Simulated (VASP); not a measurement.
# Te2Mo in VASP: a series of runs

The runs below take Te2Mo through single point, with r2SCAN.

Program: VASP 6.6.1. These are calculated values, not measurements. Logs are shortened: lines on timing, memory, paths and dates and some standing lists are left out, and cuts for length are marked.

## Step 1: The cell of the first run

The cell holds a slab with vacuum, 3 atoms: a = 3.512 Å, b = 3.512 Å, c = 17.287 Å, α = 90.00°, β = 90.00°, γ = 120.00°.

## Step 2: Single point, r2SCAN

The input, POSCAR:

```
Te2Mo
1.0
    3.5121156613      0.0000000000      0.0000000000
   -1.7560578307      3.0415813837      0.0000000000
    0.0000000000      0.0000000000     17.2872171948
Te Mo
2 1
Direct
    0.3333333333      0.6666666667      0.1021445500
    0.3333333333      0.6666666667      0.8978554500
    0.0000000000      0.0000000000      0.0000000000
```

The input, INCAR.step1:

```
  PREC = Accurate
  ENCUT = 520
  ISMEAR = -1
  SIGMA = 0.05
  LREAL = F
  LASPH = T
  NELM = 100
  NBANDS = 20
  GGA = PE
  ALGO = Normal
  EDIFF = 1E-4
  LWAVE = T
  LCHARG = F
```

The input, INCAR.step2:

```
  PREC = Accurate
  ENCUT = 520
  EDIFF = 1E-7
  ISMEAR = -1
  SIGMA = 0.05
  LREAL = F
  LASPH = T
  NELM = 100
  ALGO = Normal
  ISIF = 2
  LWAVE = F
  LCHARG = F
  METAGGA = R2SCAN
  LMIXTAU = T
  NBANDS = 20
  ISTART = 1
```

The input, KPOINTS:

```
regular mesh
0
Gamma
  9 9 2
```

Potentials or basis: VASP PAW PBE potentials, release 64 (Te, Mo_sv).

Run with:

```bash
$ cat potpaw_PBE.64/Te/POTCAR potpaw_PBE.64/Mo_sv/POTCAR > POTCAR
$ cp INCAR.step1 INCAR
$ mpirun -np 1 vasp_std > vasp.out
$ cp INCAR.step2 INCAR
$ mpirun -np 1 vasp_std > vasp.out
```

OUTCAR:

```text
PREC = Accurate
   ENCUT = 520
   EDIFF = 1E-7
   ISMEAR = -1
   LREAL = F
   LASPH = T
   NELM = 100
   ISIF = 2
   METAGGA = R2SCAN
   ISTART = 1

 ion  position               nearest neighbor table
   1  0.333  0.667  0.102-   3 2.69   3 2.69   3 2.69   2 3.53
   2  0.333  0.667  0.898-   3 2.69   3 2.69   3 2.69   1 3.53
   3  0.000  0.000  0.000-   1 2.69   2 2.69   1 2.69   2 2.69   1 2.69   2 2.69

  LATTYP: Found a hexagonal cell.
 ALAT       =     3.5121156613
 C/A-ratio  =     4.9221662559

  Lattice vectors:

 A1 = (   3.5121156613,   0.0000000000,   0.0000000000)
 A2 = (  -1.7560578307,   3.0415813837,   0.0000000000)
 A3 = (   0.0000000000,   0.0000000000,  17.2872171948)

Analysis of symmetry for initial positions (statically):
=====================================================================
 Subroutine PRICEL returns:
 Original cell was already a primitive cell.

 Routine SETGRP: Setting up the symmetry group for a
 hexagonal supercell.

 Subroutine GETGRP returns: Found 12 space group operations
 (whereof 12 operations were pure point group operations)
 out of a pool of 24 trial point group operations.

The static configuration has the point symmetry D_3h.

Analysis of symmetry for dynamics (positions and initial velocities):
=====================================================================
 Subroutine PRICEL returns:
 Original cell was already a primitive cell.

 Routine SETGRP: Setting up the symmetry group for a
 hexagonal supercell.

 Subroutine GETGRP returns: Found 12 space group operations
 (whereof 12 operations were pure point group operations)
 out of a pool of 24 trial point group operations.

The dynamic configuration has the point symmetry D_3h.

 Subroutine INISYM returns: Found 12 space group operations
 (whereof 12 operations are pure point group operations),
 and found     1 'primitive' translations

----------------------------------------------------------------------------------------

                                     Primitive cell

  volume of cell :     184.6687

  direct lattice vectors                    reciprocal lattice vectors
     3.512115661  0.000000000  0.000000000     0.284728664  0.164388171  0.000000000
    -1.756057831  3.041581384  0.000000000     0.000000000  0.328776342  0.000000000
     0.000000000  0.000000000 17.287217195     0.000000000  0.000000000  0.057846210

  length of vectors
     3.512115661  3.512115661 17.287217195     0.328776342  0.328776342  0.057846210

  position of ions in fractional coordinates (direct lattice)
     0.333333333  0.666666667  0.102144550
     0.333333333  0.666666667  0.897855450
     0.000000000  0.000000000  0.000000000

  ion indices of the primitive-cell ions
   primitive index   ion index
                 1           1
                 2           2
                 3           3

----------------------------------------------------------------------------------------

 KPOINTS: regular mesh

Automatic generation of k-mesh.
 Grid dimensions read from file:
 generate k-points for:    9    9    2

 Generating k-lattice:

  Cartesian coordinates                     Fractional coordinates (reciprocal lattice)
     0.031636518  0.018265352  0.000000000     0.111111111  0.000000000  0.000000000
     0.000000000  0.036530705  0.000000000     0.000000000  0.111111111  0.000000000
     0.000000000  0.000000000  0.028923105     0.000000000  0.000000000  0.500000000

  Length of vectors
     0.036530705  0.036530705  0.028923105

  Shift w.r.t. Gamma in fractional coordinates (k-lattice)
     0.000000000  0.000000000  0.000000000

 Subroutine IBZKPT returns following result:
 ===========================================

 Found     24 irreducible k-points:

 Following reciprocal coordinates:
            Coordinates               Weight
  0.000000  0.000000  0.000000      1.000000
  0.111111 -0.000000  0.000000      6.000000
  0.222222  0.000000  0.000000      6.000000
  0.333333  0.000000  0.000000      6.000000
  0.444444  0.000000  0.000000      6.000000
  0.111111  0.111111  0.000000      6.000000
[... 16 lines left out ...]
  0.333333  0.222222  0.500000     12.000000
  0.333333  0.333333  0.500000      2.000000
   k-points           NKPTS =     24   k-points in BZ     NKDIM =     24   number of bands    NBANDS=     20
   number of dos      NEDOS =    301   number of ions     NIONS =      3
   total plane-waves  NPLWV = 109760
   dimension x,y,z NGX =    28 NGY =   28 NGZ =  140
   dimension x,y,z NGXF=    56 NGYF=   56 NGZF=  280
   ions per type =               2   1
   NGX,Y,Z   is equivalent  to a cutoff of  13.25, 13.25, 13.46 a.u.
   NGXF,Y,Z  is equivalent  to a cutoff of  26.51, 26.51, 26.93 a.u.
 SYSTEM =  unknown system
   PREC   = accura    normal or accurate (medium, high low for compatibility)
   ISTART =      1    job   : 0-new  1-cont  2-samecut
   ICHARG =      0    charge: 1-file 2-atom 10-const
   ISPIN  =      1    spin polarized calculation?
   LNONCOLLINEAR =      F non collinear calculations
   LSORBIT =      F    spin-orbit coupling
   LASPH  =      T    aspherical Exc in radial PAW
   ENCUT  =  520.0 eV  38.22 Ry    6.18 a.u.   6.53  6.53 32.14*2*pi/ulx,y,z
   NELM   =    100;   NELMIN=  2; NELMDL=  0     # of ELM steps
   EDIFF  = 0.1E-06   stopping-criterion for ELM
   LREAL  =      F    real-space projection
   EDIFFG = 0.1E-05   stopping-criterion for IOM
   NSW    =      0    number of steps for IOM
   IBRION =     -1    ionic relax: 0-MD 1-quasi-New 2-CG
   NFREE  =      0    steps in history (QN), initial steepest desc. (CG)
   ISIF   =      2    stress and relaxation
   ISYM   =      2    0-nonsym 1-usesym 2-fastsym
   POTIM  = 0.5000    time-step for ionic-motion
   TEBEG  =    0.0;   TEEND  =   0.0 temperature during run
   PSTRESS=    0.0 pullay stress
   NELECT =      26.0000    total number of electrons
   NUPDOWN=      -1.0000    fix difference up-down
   EMIN   =  10.00;   EMAX   =-10.00  energy-range for DOS
   EFERMI =   0.00;   METHOD = LEGACY
   ISMEAR =    -1;   SIGMA  =   0.05  broadening in eV -4-tet -1-fermi 0-gaus
   EFERMI_NEDOS =   21; number of points for ismear=-14 and -15
   IALGO  =     38    algorithm
   IMIX   =      4    mixing-type and parameters
     AMIX     =   0.40;   BMIX     =  1.00
     AMIX_MAG =   1.60;   BMIX_MAG =  1.00
  volume/ion in A,a.u.               =      61.56       415.40
  Fermi-wavevector in a.u.,A,eV,Ry     =   0.851664  1.609411  9.868730  0.725331
  Thomas-Fermi vector in A             =   1.967832
   LORBIT       =      0    0 simple, 1 ext, 2 COOP (PROOUT), +10 PAW based schemes
   METAGGA = R2SCAN    functional components
   LHFCALC =     F    Hartree Fock is set to
   AEXX    =    0.0000 exact exchange contribution
   IVDW    =     0    specifies the selected vdW correction
   LEPSILON=     F    determine dielectric tensor
   LRPA    =     F    only Hartree local field effects (RPA)
 non-spin polarized calculation
  energy-cutoff  :      520.00
  volume of cell :      184.67
 maximum number of plane-waves:      5033
 NGX is ok and might be reduce to    28
   NGX = 13   NGY = 13   NGZ = 65

 number of electron      25.9999999 magnetization

 Free energy of the ion-electron system (eV)
  ---------------------------------------------------
  ext. energy  EPLUGINS =         0.00000000
  ---------------------------------------------------
  free energy    TOTEN  =       -77.72859738 eV

  energy without entropy =      -77.72859694  energy(sigma->0) =      -77.72859716

 E-fermi :   0.7657     XC(G=0):  -4.9024

 val. band max:        0.1659950891   @ k =   0.3333   0.3333   0.0000
 cond. band min:       1.3624399890   @ k =   0.3333   0.3333   0.5000
 fundamental gap:      1.1964448999
 Fermi energy:         0.7657053897

 k-point     1 :       0.0000    0.0000    0.0000
  band No.  band energies     occupation
      1     -62.3857      2.00000
      2     -35.8430      2.00000
      3     -35.7235      2.00000
      4     -35.7235      2.00000
      5     -13.1574      2.00000
      6     -12.0094      2.00000
[... 12 lines left out ...]
     19       5.4544      0.00000
     20       6.2496      0.00000

 k-point     2 :       0.1111   -0.0000    0.0000
  band No.  band energies     occupation
      1     -62.3843      2.00000
      2     -35.8389      2.00000
      3     -35.7413      2.00000
      4     -35.7276      2.00000
      5     -12.9722      2.00000
      6     -11.8860      2.00000
[... 12 lines left out ...]
     19       5.6637      0.00000
     20       6.4886      0.00000

 k-point     3 :       0.2222    0.0000    0.0000
  band No.  band energies     occupation
      1     -62.3808      2.00000
      2     -35.8284      2.00000
      3     -35.7860      2.00000
      4     -35.7379      2.00000
      5     -12.4493      2.00000
      6     -11.5389      2.00000
[... 12 lines left out ...]
     19       6.2553      0.00000
     20       6.9529      0.00000

 k-point     4 :       0.3333    0.0000    0.0000
  band No.  band energies     occupation
      1     -62.3768      2.00000
      2     -35.8363      2.00000
      3     -35.8165      2.00000
      4     -35.7496      2.00000
      5     -11.7112      2.00000
      6     -11.0592      2.00000
[... 12 lines left out ...]
     19       6.6140      0.00000
     20       6.8418      0.00000

 k-point     5 :       0.4444    0.0000    0.0000
  band No.  band energies     occupation
      1     -62.3742      2.00000
      2     -35.8688      2.00000
      3     -35.8086      2.00000
      4     -35.7572      2.00000
      5     -11.0750      2.00000
      6     -10.6668      2.00000
[... 12 lines left out ...]
     19       6.6526      0.00000
     20       7.3370      0.00000
[... 353 lines left out ...]
      6     -10.5531      2.00000
[... 12 lines left out ...]
     19       7.5609      0.00000
     20       8.0362      0.00000

 k-point    22 :       0.2222    0.2222    0.5000
  band No.  band energies     occupation
      1     -62.3750      2.00000
      2     -35.8395      2.00000
      3     -35.8112      2.00000
      4     -35.7737      2.00000
      5     -11.3393      2.00000
      6     -10.8128      2.00000
[... 12 lines left out ...]
     19       7.2425      0.00000
     20       7.3384      0.00000

 k-point    23 :       0.3333    0.2222    0.5000
  band No.  band energies     occupation
      1     -62.3731      2.00000
      2     -35.8515      2.00000
      3     -35.8052      2.00000
      4     -35.7926      2.00000
      5     -10.8204      2.00000
      6     -10.4828      2.00000
[... 12 lines left out ...]
     19       7.0063      0.00000
     20       7.8268      0.00000

 k-point    24 :       0.3333    0.3333    0.5000
  band No.  band energies     occupation
      1     -62.3724      2.00000
      2     -35.8387      2.00000
      3     -35.8162      2.00000
      4     -35.8032      2.00000
      5     -10.6348      2.00000
      6     -10.3574      2.00000
[... 12 lines left out ...]
     19       5.8764      0.00000
     20       8.1618      0.00000

------------------------ aborting loop because EDIFF is reached ----------------------------------------

  FORCE on cell =-STRESS in cart. coord.  units (eV):
  Direction    XX          YY          ZZ          XY          YZ          ZX
  --------------------------------------------------------------------------------------
  -------------------------------------------------------------------------------------
  Total        1.9212497      1.9212497      2.2964122     -0.0000000      0.0000000      0.0000000
  in kB       16.6686740     16.6686740     19.9235665     -0.0000000      0.0000000      0.0000000
  external PRESSURE =      17.7536382 kB  Pullay stress =       0.0000000 kB

 VOLUME and BASIS-vectors are now :
 -----------------------------------------------------------------------------
  energy-cutoff  :      520.00
  volume of cell :      184.67
      direct lattice vectors                 reciprocal lattice vectors
     3.512115661  0.000000000  0.000000000     0.284728664  0.164388171  0.000000000
    -1.756057831  3.041581384  0.000000000     0.000000000  0.328776342  0.000000000
     0.000000000  0.000000000 17.287217195     0.000000000  0.000000000  0.057846210

 POSITION                                       TOTAL-FORCE (eV/Angst)
 -----------------------------------------------------------------------------------
     -0.00000      2.02772      1.76580        -0.000000      0.000000      0.653466
     -0.00000      2.02772     15.52142        -0.000000     -0.000000     -0.653466
      0.00000      0.00000      0.00000         0.000000     -0.000000      0.000000
 -----------------------------------------------------------------------------------
    total drift:                               -0.000005      0.000003     -0.000000

  FREE ENERGIE OF THE ION-ELECTRON SYSTEM (eV)
  ---------------------------------------------------
  free  energy   TOTEN  =       -77.7285973848 eV

  energy  without entropy=      -77.7285969449  energy(sigma->0) =      -77.72859716
```

Wall time 5.2 min (1 thread of Intel Xeon 6975P-C (Granite Rapids), shared host); peak memory 0.4 GiB.

What came out:

* Free energy: -77.7286 eV
* Largest force: 0.653 eV/Å
* Band gap on the k mesh: 1.20 eV

Forces on the atoms (eV/Å):
```
Te   0.000  0.000  0.653
Te   0.000  0.000 -0.653
Mo   0.000  0.000  0.000
```

Levels at points of the mesh, in eV from the valence-band top:
```csv
k point,band 10,band 11,band 12,band 13,band 14,band 15,band 16,band 17
"(0.00, 0.00, 0.00)",-1.79,-1.03,-1.03,-0.44,3.38,3.38,3.75,3.75
"(0.00, 0.00, 0.50)",-1.79,-1.03,-1.03,-0.44,3.38,3.38,3.75,3.75
```

Caveat: the PAW data sets were made with another functional, which shifts forces and pressure a little; spin-orbit coupling is left out, which moves the levels of the heavy elements.

## Step 3: Single point, r2SCAN

This run uses another cell than the first one.

The input, POSCAR:

```
Te2Mo
1.0
    3.5363379141      0.0000000000      0.0000000000
   -1.7681689570      3.0625584699      0.0000000000
    0.0000000000      0.0000000000     17.4064431499
Te Mo
2 1
Direct
    0.3333333333      0.6666666667      0.1021445500
    0.3333333333      0.6666666667      0.8978554500
    0.0000000000      0.0000000000      0.0000000000
```

The input, INCAR.step1:

```
SYSTEM = Te2Mo
ALGO     = Normal         ! electronic algorithm
EDIFF    = 1E-4           ! SCF threshold, eV
ENCUT    = 520            ! plane-wave cutoff, eV
GGA      = PE             ! functional
ISMEAR   = -1             ! smearing method
LASPH    = .TRUE.         ! aspherical terms in the spheres
LCHARG   = .FALSE.        ! write CHGCAR
LREAL    = .FALSE.        ! projectors in reciprocal space
LWAVE    = .TRUE.         ! write WAVECAR
NBANDS   = 20             ! bands
NELM     = 100            ! most SCF steps
PREC     = Accurate       ! precision mode
SIGMA    = 0.05           ! smearing width, eV
```

The input, INCAR.step2:

```
SYSTEM = Te2Mo
ALGO     = Normal         ! electronic algorithm
EDIFF    = 1E-6           ! SCF threshold, eV
ENCUT    = 520            ! plane-wave cutoff, eV
ISIF     = 2              ! what is computed and relaxed
ISMEAR   = -1             ! smearing method
ISTART   = 1            
LASPH    = .TRUE.         ! aspherical terms in the spheres
LCHARG   = .FALSE.        ! write CHGCAR
LMIXTAU  = .TRUE.       
LREAL    = .FALSE.        ! projectors in reciprocal space
LWAVE    = .FALSE.        ! write WAVECAR
METAGGA  = R2SCAN         ! meta-GGA
NBANDS   = 20             ! bands
NELM     = 100            ! most SCF steps
PREC     = Accurate       ! precision mode
SIGMA    = 0.05           ! smearing width, eV
```

The input, KPOINTS:

```
k-points
0
G
  9 9 2
  0 0 0
```

Potentials or basis: VASP PAW PBE potentials, release 64 (Te, Mo_sv).

Run with:

```bash
$ cat potpaw_PBE.64/Te/POTCAR potpaw_PBE.64/Mo_sv/POTCAR > POTCAR
$ cp INCAR.step1 INCAR
$ mpirun -np 1 vasp_std > vasp.out
$ cp INCAR.step2 INCAR
$ mpirun -np 1 vasp_std > vasp.out
```

Wall time 4.1 min (1 thread of Intel Xeon 6975P-C (Granite Rapids), shared host); peak memory 0.4 GiB.

It converged, with:

```
Free energy            : -77.7602 eV
Largest force          : 0.324 eV/Å
Band gap on the k mesh : 1.16 eV
```

Forces in eV/Å, atoms in the order of the input:
```
Te   0.000  0.000  0.324
Te   0.000  0.000 -0.324
Mo   0.000  0.000  0.000
```

Levels at points of the mesh, in eV from the valence-band top:
```csv
k point,band 9,band 10,band 11,band 12,band 13,band 14,band 15,band 16,band 17,band 18
"(0.00, 0.00, 0.00)",-1.86,-1.77,-1.02,-1.02,-0.42,3.27,3.27,3.61,3.61,4.76
"(0.00, 0.00, 0.50)",-1.86,-1.77,-1.02,-1.02,-0.42,3.27,3.27,3.61,3.61,4.95
```

Caveat: the PAW data sets were made with another functional, which shifts forces and pressure a little; spin-orbit coupling is left out, which moves the levels of the heavy elements.

## Step 4: Single point, r2SCAN

This run uses another cell than the first one.

The input, POSCAR:

```
Te2Mo
1.0
    3.5602328140      0.0000000000      0.0000000000
   -1.7801164070      3.0832520603      0.0000000000
    0.0000000000      0.0000000000     17.5240578200
Te Mo
2 1
Direct
    0.3333333333      0.6666666667      0.1021445500
    0.3333333333      0.6666666667      0.8978554500
    0.0000000000      0.0000000000      0.0000000000
```

The input, INCAR.step1:

```
  PREC = Accurate
  ENCUT = 520
  ISMEAR = -1
  SIGMA = 0.05
  LREAL = False
  LASPH = True
  NELM = 80
  NBANDS = 20
  GGA = PE
  ALGO = Normal
  EDIFF = 1E-4
  LWAVE = True
  LCHARG = False
```

The input, INCAR.step2:

```
  PREC = Accurate
  ENCUT = 520
  EDIFF = 1E-6
  ISMEAR = -1
  SIGMA = 0.05
  LREAL = False
  LASPH = True
  NELM = 80
  ALGO = Normal
  ISIF = 2
  LWAVE = False
  LCHARG = False
  METAGGA = R2SCAN
  LMIXTAU = True
  NBANDS = 20
  ISTART = 1
```

The input, KPOINTS:

```
regular mesh
0
Gamma
  9 9 2
```

Run with:

```bash
$ cat potpaw_PBE.64/Te/POTCAR potpaw_PBE.64/Mo_sv/POTCAR > POTCAR
$ cp INCAR.step1 INCAR
$ mpirun -np 1 vasp_std > vasp.out
$ cp INCAR.step2 INCAR
$ mpirun -np 1 vasp_std > vasp.out
```

Run time: 3.7 min. Hardware: 1 thread of Intel Xeon 6975P-C (Granite Rapids), shared host; peak memory 0.41 GiB.

Results (log left out):

```yaml
Free_energy: -77.7711 eV
Largest_force: 0.019 eV/Å
Band_gap_on_the_k_mesh: 1.13 eV
```

Forces on the atoms (eV/Å):
```
Te   0.000  0.000  0.019
Te   0.000  0.000 -0.019
Mo   0.000  0.000  0.000
```

Levels at points of the mesh, in eV from the valence-band top:
| k point | band 10 | band 11 | band 12 | band 13 | band 14 | band 15 | band 16 | band 17 |
| --- | --- | --- | --- | --- | --- | --- | --- | --- |
| (0.00, 0.00, 0.00) | -1.76 | -1.01 | -1.01 | -0.41 | 3.17 | 3.17 | 3.48 | 3.48 |
| (0.00, 0.00, 0.50) | -1.76 | -1.01 | -1.01 | -0.41 | 3.17 | 3.17 | 3.48 | 3.48 |

Caveat: the PAW data sets were made with another functional, which shifts forces and pressure a little; spin-orbit coupling is left out, which moves the levels of the heavy elements.

(Continued in part 2 of 2.)
